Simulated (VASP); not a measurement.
# NaBe (P4/mmm) in VASP: relaxation of cell and atoms with PBE

Aim: the relaxation of cell and atoms of NaBe with PBE.

Program: VASP 6.6.1. These are calculated values, not measurements. Logs are shortened: lines on timing, memory, paths and dates and some standing lists are left out, and cuts for length are marked.

## 1. The cell of the first run

Symmetry: P4/mmm, No. 123, tetragonal system. The conventional cell has a = 2.738 Å, b = 2.738 Å, c = 4.768 Å, α = 90.00°, β = 90.00°, γ = 90.00°. Na (site symmetry 4/mmm) has 4 Na at 2.74 Å and 8 Be at 3.07 Å within 3.6 Å. Within 3.6 Å of Be (site symmetry 4/mmm) lie 4 Be at 2.74 Å and 8 Na at 3.07 Å.

## 2. Relaxation of cell and atoms, PBE

INCAR

```
ALGO = Fast ; EDIFF = 1E-7
EDIFFG = -0.01 ; ENCUT = 600
GGA = PE ; IBRION = 2
ISIF = 3 ; ISMEAR = 0
LASPH = True ; LCHARG = False
LREAL = False ; LWAVE = False
NELM = 80 ; NSW = 100
PREC = Accurate ; SIGMA = 0.1
```

KPOINTS

```
k-points
0
Gamma
  20 20 12
```

POSCAR

```
NaBe
1.0
    2.7376357723      0.0000000000      0.0000000000
    0.0000000000      2.7376357723      0.0000000000
    0.0000000000      0.0000000000      4.7678367903
Na Be
1 1
Direct
    0.5000000000      0.5000000000      0.5000000000
    0.0000000000      0.0000000000      0.0000000000
```

Potentials or basis: VASP PAW PBE potentials, release 64 (Na_pv, Be).

The run is started by

```bash
> cat potpaw_PBE.64/Na_pv/POTCAR potpaw_PBE.64/Be/POTCAR > POTCAR
> mpirun -np 1 vasp_std > vasp.out
```

OUTCAR:

```text
EDIFF = 1E-7
   EDIFFG = -0.01
   ENCUT = 600
   GGA = PE
   IBRION = 2
   ISIF = 3
   ISMEAR = 0
   LASPH = True
   LREAL = False
   NELM = 80
   NSW = 100
   PREC = Accurate

 ion  position               nearest neighbor table
   1  0.500  0.500  0.500-
   2  0.000  0.000  0.000-

  LATTYP: Found a simple tetragonal cell.
 ALAT       =     2.7376357723
 C/A-ratio  =     1.7415891619

  Lattice vectors:

 A1 = (   2.7376357723,   0.0000000000,   0.0000000000)
 A2 = (   0.0000000000,   2.7376357723,   0.0000000000)
 A3 = (   0.0000000000,   0.0000000000,   4.7678367903)

Analysis of symmetry for initial positions (statically):
=====================================================================
 Subroutine PRICEL returns:
 Original cell was already a primitive cell.

 Routine SETGRP: Setting up the symmetry group for a
 simple tetragonal supercell.

 Subroutine GETGRP returns: Found 16 space group operations
 (whereof 16 operations were pure point group operations)
 out of a pool of 16 trial point group operations.

The static configuration has the point symmetry D_4h.

Analysis of symmetry for dynamics (positions and initial velocities):
=====================================================================
 Subroutine PRICEL returns:
 Original cell was already a primitive cell.

 Routine SETGRP: Setting up the symmetry group for a
 simple tetragonal supercell.

 Subroutine GETGRP returns: Found 16 space group operations
 (whereof 16 operations were pure point group operations)
 out of a pool of 16 trial point group operations.

The dynamic configuration has the point symmetry D_4h.

 Subroutine INISYM returns: Found 16 space group operations
 (whereof 16 operations are pure point group operations),
 and found     1 'primitive' translations

----------------------------------------------------------------------------------------

                                     Primitive cell

  volume of cell :      35.7333

  direct lattice vectors                    reciprocal lattice vectors
     2.737635772  0.000000000  0.000000000     0.365278687  0.000000000  0.000000000
     0.000000000  2.737635772  0.000000000     0.000000000  0.365278687  0.000000000
     0.000000000  0.000000000  4.767836790     0.000000000  0.000000000  0.209738723

  length of vectors
     2.737635772  2.737635772  4.767836790     0.365278687  0.365278687  0.209738723

  position of ions in fractional coordinates (direct lattice)
     0.500000000  0.500000000  0.500000000
     0.000000000  0.000000000  0.000000000

  ion indices of the primitive-cell ions
   primitive index   ion index
[... 94 lines left out ...]
     AMIX_MAG =   1.60;   BMIX_MAG =  1.00
  volume/ion in A,a.u.               =      17.87       120.57
  Fermi-wavevector in a.u.,A,eV,Ry     =   1.033867  1.953726 14.543015  1.068881
  Thomas-Fermi vector in A             =   2.168135
   LORBIT       =      0    0 simple, 1 ext, 2 COOP (PROOUT), +10 PAW based schemes
   GGA     = PE    functional components
   LHFCALC =     F    Hartree Fock is set to
   AEXX    =    0.0000 exact exchange contribution
   IVDW    =     0    specifies the selected vdW correction
   LEPSILON=     F    determine dielectric tensor
   LRPA    =     F    only Hartree local field effects (RPA)
 conjugate gradient relaxation of ions
 non-spin polarized calculation
 RMM-DIIS sequential band-by-band and
 Gauss-broadening in eV      SIGMA  =   0.10
  energy-cutoff  :      600.00
  volume of cell :       35.73
 maximum number of plane-waves:      1215
 NGX is ok and might be reduce to    24
   NGX = 11   NGY = 11   NGZ = 19

--------------------------------------- Ionic step        1  -------------------------------------------

 number of electron       9.0000005 magnetization

 Free energy of the ion-electron system (eV)
  ---------------------------------------------------
  ext. energy  EPLUGINS =         0.00000000
  ---------------------------------------------------
  free energy    TOTEN  =        -3.34159886 eV

  energy without entropy =       -3.33680520  energy(sigma->0) =       -3.33920203

------------------------ aborting loop because EDIFF is reached ----------------------------------------

  FORCE on cell =-STRESS in cart. coord.  units (eV):
  Direction    XX          YY          ZZ          XY          YZ          ZX
  --------------------------------------------------------------------------------------
  -------------------------------------------------------------------------------------
  Total       -0.0807250     -0.0807250      0.0682740      0.0000000      0.0000000      0.0000000
  in kB       -3.6194790     -3.6194790      3.0612092      0.0000000      0.0000000      0.0000000
  external PRESSURE =      -1.3925829 kB  Pullay stress =       0.0000000 kB
[... 167 lines left out ...]
--------------------------------------- Ionic step        6  -------------------------------------------

 number of electron       9.0000007 magnetization

 Free energy of the ion-electron system (eV)
  ---------------------------------------------------
  ext. energy  EPLUGINS =         0.00000000
  ---------------------------------------------------
  free energy    TOTEN  =        -3.34280443 eV

  energy without entropy =       -3.33872339  energy(sigma->0) =       -3.34076391

 E-fermi :   2.2791     XC(G=0):  -8.4813

 val. band max:        2.2727876634   @ k =   0.3500   0.2000   0.3333
 cond. band min:       2.2797773416   @ k =   0.2000   0.1000   0.0000
 fundamental gap:      0.0069896782
 Fermi energy:         2.2790958410

 k-point     1 :       0.0000    0.0000    0.0000
  band No.  band energies     occupation
      1     -22.1294      2.00000
      2     -22.0717      2.00000
      3     -22.0717      2.00000
      4      -3.9247      2.00000
      5       1.4386      2.00000
      6       3.6012      0.00000
      7      11.1319      0.00000
      8      11.1319      0.00000
[... 243 lines left out ...]
 k-point    24 :       0.2000    0.1000    0.0000
  band No.  band energies     occupation
      1     -22.1944      2.00000
      2     -22.1071      2.00000
      3     -22.0945      2.00000
      4      -3.0103      2.00000
      5       2.2798      0.99231
      6       4.4223      0.00000
      7       7.3288      0.00000
      8      10.6066      0.00000

 [... further k-points ...]

------------------------ aborting loop because EDIFF is reached ----------------------------------------

  FORCE on cell =-STRESS in cart. coord.  units (eV):
  Direction    XX          YY          ZZ          XY          YZ          ZX
  --------------------------------------------------------------------------------------
  -------------------------------------------------------------------------------------
  Total        0.0083443      0.0083443      0.0060506      0.0000000      0.0000000     -0.0000000
  in kB        0.3778378      0.3778378      0.2739742      0.0000000      0.0000000     -0.0000000
  external PRESSURE =       0.3432166 kB  Pullay stress =       0.0000000 kB
[... 17 lines left out ...]
  FREE ENERGIE OF THE ION-ELECTRON SYSTEM (eV)
  ---------------------------------------------------
  free  energy   TOTEN  =        -3.3428044302 eV

  energy  without entropy=       -3.3387233905  energy(sigma->0) =       -3.34076391

 reached required accuracy - stopping structural energy minimisation
```

CONTCAR:

```text
NaBe
   1.00000000000000
     2.7106163587390077    0.0000000000000000    0.0000000000000000
     0.0000000000000000    2.7106163587390077    0.0000000000000000
    -0.0000000000000000    0.0000000000000000    4.8157103032350896
  Na              Be
     1     1
Direct
     0.5000000000000000    0.5000000000000000    0.5000000000000000
     0.0000000000000000    0.0000000000000000    0.0000000000000000

  0.00000000E+00  0.00000000E+00  0.00000000E+00
  0.00000000E+00  0.00000000E+00  0.00000000E+00
```

Run time: 2.4 min. Hardware: 1 thread of Intel Xeon 6975P-C (Granite Rapids), shared host; peak memory 0.3 GiB.

What came out:

```yaml
Free_energy: -3.3428 eV
Relaxed_volume: 17.69 Å³/atom
Relaxed_cell: a = 2.711 Å, b = 2.711 Å, c = 4.816 Å, α = 90.00°, β = 90.00°, γ = 90.00°
Space_group_after_relaxing_to_0.1_Å: P4/mmm (No. 123)
Energy_gained_by_relaxing: 0.6 meV/atom
Ionic_steps: 6
Pressure_after_relaxing: 0.0 GPa
Band_gap_on_the_k_mesh: zero (an odd number of electrons rules out a gap without spin polarisation)
```

The path:
```csv
step,energy change (eV),largest force (eV/Å),pressure (GPa),volume (Å³)
1,0.0000,0.0000,-0.14,35.73
2,-0.0004,0.0000,-0.05,35.65
3,-0.0008,0.0000,0.01,35.54
4,-0.0012,0.0000,0.07,35.33
5,-0.0012,0.0000,0.08,35.31
6,-0.0012,0.0000,0.03,35.38
```

Final structure:
```
Na Be
1.0
     2.71062    0.00000    0.00000
     0.00000    2.71062    0.00000
     0.00000    0.00000    4.81571
Na Be
1 1
Direct
  0.50000 0.50000 0.50000
  0.00000 0.00000 0.00000
```

Levels at points of the mesh, in eV from the Fermi level:
| k point | band 1 | band 2 | band 3 | band 4 | band 5 | band 6 | band 7 | band 8 |
| --- | --- | --- | --- | --- | --- | --- | --- | --- |
| (0.00, 0.00, 0.00) | -24.41 | -24.35 | -24.35 | -6.20 | -0.84 | 1.32 | 8.85 | 8.85 |
| (0.50, 0.00, 0.00) | -24.71 | -24.36 | -24.32 | -1.91 | -1.65 | 2.13 | 5.56 | 6.26 |
| (0.50, 0.50, 0.00) | -24.65 | -24.65 | -24.31 | 1.26 | 1.26 | 2.73 | 5.36 | 5.82 |
| (0.00, 0.00, 0.50) | -24.41 | -24.35 | -24.35 | -5.39 | -3.57 | 6.28 | 8.89 | 8.89 |
| (0.50, 0.00, 0.50) | -24.71 | -24.36 | -24.32 | -1.51 | -1.00 | 0.26 | 3.25 | 9.24 |
| (0.50, 0.50, 0.50) | -24.65 | -24.65 | -24.31 | 1.40 | 1.40 | 3.20 | 4.22 | 6.30 |
